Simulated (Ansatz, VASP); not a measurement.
# KBr: VASP beside Ansatz

```
K Br
1.0
     0.00000    3.25924    3.25924
     3.25924    0.00000    3.25924
     3.25924    3.25924    0.00000
K Br
1 1
Direct
  0.00000 0.00000 0.00000
  0.50000 0.50000 0.50000
```

Change from the starting cell: volume scaled by 0.97, PAW files.

Alike in both runs: task electric field gradients; functional PBE; k mesh 6 × 6 × 6; occupations fermi-dirac, width 0.01 eV; no spin polarisation.

```csv
,VASP,Ansatz
version,VASP 6.6.1,Ansatz 0.2.0
potentials or method,"VASP PAW PBE potentials, release 64 (K_sv, Br)","PAW with Ansatz's default frozen-core files, scalar-relativistic"
plane-wave cutoff (eV),520,420
valence electrons in the cell,16,16
```

```tsv
	VASP	Ansatz	Ansatz less VASP
gap on the k mesh at the Fermi level (eV)	4.54	4.54	+0.002
pressure (GPa)	1.4	1.4	-0.05
```
